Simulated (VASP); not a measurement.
# BN (P6_3/mmc) in VASP: further runs

The runs below take BN through single point, relaxation of cell and atoms, with LDA.

All numbers are computed with VASP 6.6.1; they aren't measurements. Logs are shortened: lines on timing, memory, paths and dates and some standing lists are left out, and cuts for length are marked.

## 1. The cell of the first run

It takes space group P6_3/mmc (No. 194, hexagonal). The conventional cell has a = 2.487 Å, b = 2.487 Å, c = 6.306 Å, α = 90.00°, β = 90.00°, γ = 120.00°. Within 1.9 Å of B (site symmetry -6m2) lie 3 N at 1.44 Å. N (site symmetry -6m2) has 3 B at 1.44 Å within 1.9 Å.

## 2. Single point, LDA

Contents of INCAR:

```
  ALGO = Normal
  EDIFF = 1E-6
  ENCUT = 520
  GGA = CA
  ISIF = 2
  ISMEAR = 0
  LASPH = True
  LCHARG = False
  LREAL = False
  LWAVE = False
  NBANDS = 16
  NELM = 100
  PREC = Accurate
  SIGMA = 0.01
```

Contents of KPOINTS:

```
k-points
0
Gamma
  10 10 4
```

Contents of POSCAR:

```
BN
1.0
    2.4870004754      0.0000000000      0.0000000000
   -1.2435002377      2.1538055909      0.0000000000
    0.0000000000      0.0000000000      6.3056345991
B N
2 2
Direct
    0.3333333333      0.6666666667      0.2500000000
    0.6666666667      0.3333333333      0.7500000000
    0.3333333333      0.6666666667      0.7500000000
    0.6666666667      0.3333333333      0.2500000000
```

Potentials or basis: VASP PAW LDA potentials, release 64 (B, N).

Command:

```sh
$ cat potpaw_LDA.64/B/POTCAR potpaw_LDA.64/N/POTCAR > POTCAR
$ mpirun -np 1 vasp_std > vasp.out
```

OUTCAR:

```text
EDIFF = 1E-6
   ENCUT = 520
   GGA = CA
   ISIF = 2
   ISMEAR = 0
   LASPH = True
   LREAL = False
   NELM = 100
   PREC = Accurate

 ion  position               nearest neighbor table
   1  0.333  0.667  0.250-   4 1.44   4 1.44   4 1.44
   2  0.667  0.333  0.750-   3 1.44   3 1.44   3 1.44
   3  0.333  0.667  0.750-   2 1.44   2 1.44   2 1.44
   4  0.667  0.333  0.250-   1 1.44   1 1.44   1 1.44

  LATTYP: Found a hexagonal cell.
 ALAT       =     2.4870004754
 C/A-ratio  =     2.5354376332

  Lattice vectors:

 A1 = (   2.4870004754,   0.0000000000,   0.0000000000)
 A2 = (  -1.2435002377,   2.1538055909,   0.0000000000)
 A3 = (   0.0000000000,   0.0000000000,   6.3056345991)

Analysis of symmetry for initial positions (statically):
=====================================================================
 Subroutine PRICEL returns:
 Original cell was already a primitive cell.

 Routine SETGRP: Setting up the symmetry group for a
 hexagonal supercell.

 Subroutine GETGRP returns: Found 24 space group operations
 (whereof 12 operations were pure point group operations)
 out of a pool of 24 trial point group operations.

The static configuration has the point symmetry D_3d.
 The point group associated with its full space group is D_6h.

Analysis of symmetry for dynamics (positions and initial velocities):
=====================================================================
 Subroutine PRICEL returns:
 Original cell was already a primitive cell.

 Routine SETGRP: Setting up the symmetry group for a
 hexagonal supercell.

 Subroutine GETGRP returns: Found 24 space group operations
 (whereof 12 operations were pure point group operations)
 out of a pool of 24 trial point group operations.

The dynamic configuration has the point symmetry D_3d.
 The point group associated with its full space group is D_6h.

 Subroutine INISYM returns: Found 24 space group operations
 (whereof 12 operations are pure point group operations),
 and found     1 'primitive' translations

----------------------------------------------------------------------------------------

                                     Primitive cell

  volume of cell :      33.7762

  direct lattice vectors                    reciprocal lattice vectors
     2.487000475  0.000000000  0.000000000     0.402090796  0.232147229  0.000000000
    -1.243500238  2.153805591  0.000000000     0.000000000  0.464294458  0.000000000
     0.000000000  0.000000000  6.305634599     0.000000000  0.000000000  0.158588320

  length of vectors
     2.487000475  2.487000475  6.305634599     0.464294458  0.464294458  0.158588320

  position of ions in fractional coordinates (direct lattice)
     0.333333333  0.666666667  0.250000000
     0.666666667  0.333333333  0.750000000
     0.333333333  0.666666667  0.750000000
     0.666666667  0.333333333  0.250000000

  ion indices of the primitive-cell ions
   primitive index   ion index
                 1           1
                 2           2
                 3           3
                 4           4

----------------------------------------------------------------------------------------

 KPOINTS: k-points

Automatic generation of k-mesh.
 Grid dimensions read from file:
 generate k-points for:   10   10    4

 Generating k-lattice:

  Cartesian coordinates                     Fractional coordinates (reciprocal lattice)
     0.040209080  0.023214723  0.000000000     0.100000000  0.000000000  0.000000000
     0.000000000  0.046429446  0.000000000     0.000000000  0.100000000  0.000000000
     0.000000000  0.000000000  0.039647080     0.000000000  0.000000000  0.250000000

  Length of vectors
     0.046429446  0.046429446  0.039647080

  Shift w.r.t. Gamma in fractional coordinates (k-lattice)
     0.000000000  0.000000000  0.000000000

 Subroutine IBZKPT returns following result:
 ===========================================

 Found     42 irreducible k-points:

 Following reciprocal coordinates:
            Coordinates               Weight
  0.000000  0.000000  0.000000      1.000000
  0.100000  0.000000  0.000000      6.000000
  0.200000  0.000000  0.000000      6.000000
  0.300000 -0.000000  0.000000      6.000000
  0.400000  0.000000  0.000000      6.000000
  0.500000  0.000000  0.000000      3.000000
[... 16 lines left out ...]
  0.300000  0.100000  0.250000     24.000000
  0.400000  0.100000  0.250000     24.000000
 [... further k-points ...]
   k-points           NKPTS =     42   k-points in BZ     NKDIM =     42   number of bands    NBANDS=     16
   number of dos      NEDOS =    301   number of ions     NIONS =      4
   total plane-waves  NPLWV =  15552
   dimension x,y,z NGX =    18 NGY =   18 NGZ =   48
   dimension x,y,z NGXF=    36 NGYF=   36 NGZF=   96
   ions per type =               2   2
   NGX,Y,Z   is equivalent  to a cutoff of  12.03, 12.03, 12.66 a.u.
   NGXF,Y,Z  is equivalent  to a cutoff of  24.06, 24.06, 25.31 a.u.
 SYSTEM =  unknown system
   PREC   = accura    normal or accurate (medium, high low for compatibility)
   ISTART =      0    job   : 0-new  1-cont  2-samecut
   ICHARG =      2    charge: 1-file 2-atom 10-const
   ISPIN  =      1    spin polarized calculation?
   LNONCOLLINEAR =      F non collinear calculations
   LSORBIT =      F    spin-orbit coupling
   LASPH  =      T    aspherical Exc in radial PAW
   ENCUT  =  520.0 eV  38.22 Ry    6.18 a.u.   4.62  4.62 11.72*2*pi/ulx,y,z
   NELM   =    100;   NELMIN=  2; NELMDL= -5     # of ELM steps
   EDIFF  = 0.1E-05   stopping-criterion for ELM
   LREAL  =      F    real-space projection
   EDIFFG = 0.1E-04   stopping-criterion for IOM
   NSW    =      0    number of steps for IOM
   IBRION =     -1    ionic relax: 0-MD 1-quasi-New 2-CG
   NFREE  =      0    steps in history (QN), initial steepest desc. (CG)
   ISIF   =      2    stress and relaxation
   ISYM   =      2    0-nonsym 1-usesym 2-fastsym
   POTIM  = 0.5000    time-step for ionic-motion
   TEBEG  =    0.0;   TEEND  =   0.0 temperature during run
   PSTRESS=    0.0 pullay stress
   NELECT =      16.0000    total number of electrons
   NUPDOWN=      -1.0000    fix difference up-down
   EMIN   =  10.00;   EMAX   =-10.00  energy-range for DOS
   EFERMI =   0.00;   METHOD = LEGACY
   ISMEAR =     0;   SIGMA  =   0.01  broadening in eV -4-tet -1-fermi 0-gaus
   EFERMI_NEDOS =   21; number of points for ismear=-14 and -15
   IALGO  =     38    algorithm
   IMIX   =      4    mixing-type and parameters
     AMIX     =   0.40;   BMIX     =  1.00
     AMIX_MAG =   1.60;   BMIX_MAG =  1.00
  volume/ion in A,a.u.               =       8.44        56.98
  Fermi-wavevector in a.u.,A,eV,Ry     =   1.276178  2.411626 22.158845  1.628629
  Thomas-Fermi vector in A             =   2.408848
   LORBIT       =      0    0 simple, 1 ext, 2 COOP (PROOUT), +10 PAW based schemes
   GGA     = CA    functional components
   LHFCALC =     F    Hartree Fock is set to
   AEXX    =    0.0000 exact exchange contribution
   IVDW    =     0    specifies the selected vdW correction
   LEPSILON=     F    determine dielectric tensor
   LRPA    =     F    only Hartree local field effects (RPA)
 non-spin polarized calculation
 Gauss-broadening in eV      SIGMA  =   0.01
  energy-cutoff  :      520.00
  volume of cell :       33.78
 maximum number of plane-waves:       924
   NGX =  9   NGY =  9   NGZ = 23

 number of electron      15.9999998 magnetization

 Free energy of the ion-electron system (eV)
  ---------------------------------------------------
  ext. energy  EPLUGINS =         0.00000000
  ---------------------------------------------------
  free energy    TOTEN  =       -38.57705283 eV

  energy without entropy =      -38.57705283  energy(sigma->0) =      -38.57705283

 E-fermi :   2.9094     XC(G=0): -10.8868

 val. band max:        2.7507992998   @ k =   0.3000   0.3000   0.0000
 cond. band min:       6.7157230657   @ k =   0.5000   0.0000   0.0000
 fundamental gap:      3.9649237659
 Fermi energy:         2.9094253931

 k-point     1 :       0.0000    0.0000    0.0000
  band No.  band energies     occupation
      1     -15.1008      2.00000
      2     -14.6445      2.00000
      3      -4.0040      2.00000
      4      -1.2114      2.00000
      5       1.3578      2.00000
      6       1.3578      2.00000
[... 8 lines left out ...]
     15      15.6094      0.00000
     16      15.8015      0.00000

 k-point     2 :       0.1000    0.0000    0.0000
  band No.  band energies     occupation
      1     -14.9009      2.00000
      2     -14.4543      2.00000
      3      -3.7281      2.00000
      4      -0.9693      2.00000
      5       0.5746      2.00000
      6       0.6348      2.00000
[... 8 lines left out ...]
     15      15.2914      0.00000
     16      16.2082      0.00000

 k-point     3 :       0.2000    0.0000    0.0000
  band No.  band energies     occupation
      1     -14.3159      2.00000
      2     -13.8995      2.00000
      3      -2.9143      2.00000
      4      -1.3123      2.00000
      5      -1.2261      2.00000
      6      -0.2663      2.00000
[... 8 lines left out ...]
     15      17.5261      0.00000
     16      17.5275      0.00000

 k-point     4 :       0.3000   -0.0000    0.0000
  band No.  band energies     occupation
      1     -13.4052      2.00000
      2     -13.0457      2.00000
      3      -3.5309      2.00000
      4      -3.4052      2.00000
      5      -1.6186      2.00000
      6      -0.7212      2.00000
[... 8 lines left out ...]
     15      18.5134      0.00000
     16      20.3399      0.00000
[... 324 lines left out ...]
 k-point    22 :       0.2000    0.1000    0.2500
  band No.  band energies     occupation
      1     -13.7033      2.00000
      2     -13.4321      2.00000
      3      -2.5203      2.00000
      4      -2.4467      2.00000
      5      -1.7877      2.00000
      6      -0.7681      2.00000
[... 8 lines left out ...]
     15      18.1683      0.00000
     16      18.2782      0.00000

 k-point    23 :       0.3000    0.1000    0.2500
  band No.  band energies     occupation
      1     -12.7077      2.00000
      2     -12.4907      2.00000
      3      -4.5118      2.00000
      4      -4.4224      2.00000
      5      -1.5748      2.00000
      6      -1.5001      2.00000
[... 8 lines left out ...]
     15      18.6521      0.00000
     16      20.4940      0.00000

 k-point    24 :       0.4000    0.1000    0.2500
  band No.  band energies     occupation
      1     -11.8016      2.00000
      2     -11.6867      2.00000
      3      -5.9468      2.00000
      4      -5.8665      2.00000
      5      -2.0017      2.00000
      6      -1.9223      2.00000
[... 8 lines left out ...]
     15      18.1067      0.00000
     16      21.6563      0.00000

 [... further k-points ...]

------------------------ aborting loop because EDIFF is reached ----------------------------------------

  FORCE on cell =-STRESS in cart. coord.  units (eV):
  Direction    XX          YY          ZZ          XY          YZ          ZX
  --------------------------------------------------------------------------------------
  -------------------------------------------------------------------------------------
  Total        0.3793560      0.3793560      0.1694918      0.0000000      0.0000000      0.0000000
  in kB       17.9947732     17.9947732      8.0398548      0.0000000      0.0000000      0.0000000
  external PRESSURE =      14.6764671 kB  Pullay stress =       0.0000000 kB

 VOLUME and BASIS-vectors are now :
 -----------------------------------------------------------------------------
  energy-cutoff  :      520.00
  volume of cell :       33.78
      direct lattice vectors                 reciprocal lattice vectors
     2.487000475  0.000000000  0.000000000     0.402090796  0.232147229  0.000000000
    -1.243500238  2.153805591  0.000000000     0.000000000  0.464294458  0.000000000
     0.000000000  0.000000000  6.305634599     0.000000000  0.000000000  0.158588320

 POSITION                                       TOTAL-FORCE (eV/Angst)
 -----------------------------------------------------------------------------------
     -0.00000      1.43587      1.57641        -0.000000      0.000000      0.000000
      1.24350      0.71794      4.72923        -0.000000     -0.000000      0.000000
     -0.00000      1.43587      4.72923         0.000000      0.000000      0.000000
      1.24350      0.71794      1.57641        -0.000000     -0.000000      0.000000
 -----------------------------------------------------------------------------------
    total drift:                               -0.000000      0.000000      0.000000

  FREE ENERGIE OF THE ION-ELECTRON SYSTEM (eV)
  ---------------------------------------------------
  free  energy   TOTEN  =       -38.5770528270 eV

  energy  without entropy=      -38.5770528270  energy(sigma->0) =      -38.57705283
```

It took 30 s on 1 thread of Intel Xeon 8259CL, shared host; peak memory 0.13 GiB.

What came out:

```
Free energy            : -38.5771 eV
Pressure               : 1.5 GPa
Band gap on the k mesh : 3.96 eV (least direct gap 4.37 eV)
```

Stress tensor (GPa, compression positive):
```
1.80 0.00 0.00
0.00 1.80 0.00
0.00 0.00 0.80
```

Levels at points of the mesh, in eV from the valence-band top:
| k point | band 6 | band 7 | band 8 | band 9 | band 10 | band 11 |
| --- | --- | --- | --- | --- | --- | --- |
| (0.00, 0.00, 0.00) | -1.39 | -1.33 | -1.33 | 5.26 | 10.69 | 11.50 |
| (0.50, 0.00, 0.00) | -4.17 | -1.76 | -0.40 | 3.96 | 5.75 | 9.65 |
| (0.00, 0.00, 0.50) | -1.36 | -1.36 | -1.36 | 8.00 | 8.00 | 11.59 |
| (0.50, 0.00, 0.50) | -4.22 | -1.04 | -1.04 | 4.51 | 4.51 | 10.08 |

A k mesh can miss the band edges.

[end of part 1 of 3]
